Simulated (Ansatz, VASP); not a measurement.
**Two plane-wave programs on AlN**

INCAR

```
PREC     = Accurate       # precision mode
ENCUT    = 520            # plane-wave cutoff, eV
EDIFF    = 1E-6           # SCF threshold, eV
ISMEAR   = 0              # smearing method
SIGMA    = 0.05           # smearing width, eV
LREAL    = False          # projectors in reciprocal space
LASPH    = True           # aspherical terms in the spheres
NELM     = 60             # most SCF steps
ALGO     = Normal         # electronic algorithm
ISIF     = 2              # what is computed and relaxed
LWAVE    = False          # write WAVECAR
LCHARG   = True           # write CHGCAR
GGA      = PE             # functional
LELF     = True           # ELF
LVHAR    = True         
NBANDS   = 26             # bands
```

KPOINTS

```
Automatic mesh
0
Gamma
  8 6 4
```

The input POSCAR:

```
AlN
1.0
   -1.6567491617      2.8695737234      0.0000000000
    0.0000000000      0.0000000000      4.1874629526
    4.9702474850      2.8695737234      0.0000000000
Al N
4 4
Direct
    0.4480551417      0.7500000000      0.1747025642
    0.0000000000      0.7500000000      0.6666666667
    0.0000000000      0.2500000000      0.3333333333
    0.5000000000      0.2500000000      0.8333333333
    0.5000000000      0.2500000000      0.1666666667
    0.0000000000      0.2500000000      0.6666666667
    0.0000000000      0.7500000000      0.3333333333
    0.5000000000      0.7500000000      0.8333333333
```

Input for Ansatz:

```yaml
crystal:
  lattice:
    - [-1.6567491617, 2.8695737234, 0.0]
    - [0.0, 0.0, 4.1874629526]
    - [4.970247485, 2.8695737234, 0.0]
  atoms:
    - { symbol: Al, position: [0.4480551417, 0.75, 0.1747025642] }
    - { symbol: Al, position: [0.0, 0.75, 0.6666666667] }
    - { symbol: Al, position: [0.0, 0.25, 0.3333333333] }
    - { symbol: Al, position: [0.5, 0.25, 0.8333333333] }
    - { symbol: "N", position: [0.5, 0.25, 0.1666666667] }
    - { symbol: "N", position: [0.0, 0.25, 0.6666666667] }
    - { symbol: "N", position: [0.0, 0.75, 0.3333333333] }
    - { symbol: "N", position: [0.5, 0.75, 0.8333333333] }
basis:
  ecutwfc: 420
kpoints:
  mp_grid: { grid: [8, 6, 4] }
hamiltonian:
  xc: pbe
  pseudopotentials: { kind: paw, azcp: { folder: soft_1 } }
scf:
  occupations: { method: gaussian, width: 0.05 }
output:
  forces: true
  stress: true
  eigenvalues: true
```

Alike in both runs: task single point; functional PBE; k mesh 8 × 6 × 4; occupations gaussian, width 0.05 eV; no spin polarisation.

|  | VASP | Ansatz |
| --- | --- | --- |
| version | VASP 6.6.1 | Ansatz 0.2.0 |
| potentials or method | VASP PAW PBE potentials, release 64 (Al, N), cutoff 520 eV | scalar-relativistic, plane waves, PAW |
| valence electrons in the cell | 32 | 32 |

Ansatz gave:

- gap on the k mesh at the Fermi level (eV): 3.22
- least direct gap on the mesh (eV): 3.22
- pressure (GPa): 1.5
- traceless stress, the component that is largest in VASP (GPa): -3.74
- rms of the force components (eV/Å): 0.995

Estimate VASP's values.

gap on the k mesh at the Fermi level (eV): 3.23; least direct gap on the mesh (eV): 3.23; pressure (GPa): 1.3; traceless stress, the component that is largest in VASP (GPa): -3.75; rms of the force components (eV/Å): 0.997.

Atom by atom the forces differ by 0.003 eV/Å (rms over components). The functional is the same, so the differences come from potentials, cutoffs and numerics.
